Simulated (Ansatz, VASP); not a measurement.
**WS2: VASP beside Ansatz**

```
CELL_PARAMETERS angstrom
3.33496 0.00000 0.00000
-1.66748 2.88816 0.00000
0.00000 0.00000 22.97619
ATOMIC_POSITIONS crystal
W 0.33333 0.66667 0.63028
W 0.66667 0.33333 0.36972
S 0.33333 0.66667 0.30289
S 0.66667 0.33333 0.56333
S 0.33333 0.66667 0.43667
S 0.66667 0.33333 0.69711
```

Alike in both runs: task single point; functional LDA; k mesh 12 × 12 × 2; occupations gaussian, width 0.05 eV; no spin polarisation.

|  | VASP | Ansatz |
| --- | --- | --- |
| version | VASP 6.6.1 | Ansatz 0.2.0 |
| potentials or method | VASP PAW LDA potentials, release 64 (W_sv, S), cutoff 520 eV | scalar-relativistic, plane waves, PAW |
| valence electrons in the cell | 52 | 52 |

|  | VASP | Ansatz | Ansatz less VASP |
| --- | --- | --- | --- |
| gap on the k mesh at the Fermi level (eV) | 0.48 | 0.47 | -0.011 |
| least direct gap on the mesh (eV) | 1.29 | 1.28 | -0.007 |
| rms of the force components (eV/Å) | 0.387 | 0.405 | +0.0173 |

Ansatz warns that its potentials were made for another functional, while VASP's fit it. LDA's correlation is that of Perdew and Zunger in VASP and of Perdew and Wang (1992) in Ansatz. Atom by atom the forces differ by 0.017 eV/Å (rms over components). Ansatz's warnings: xc potential rough in thin density.

Spin-orbit coupling is off throughout.
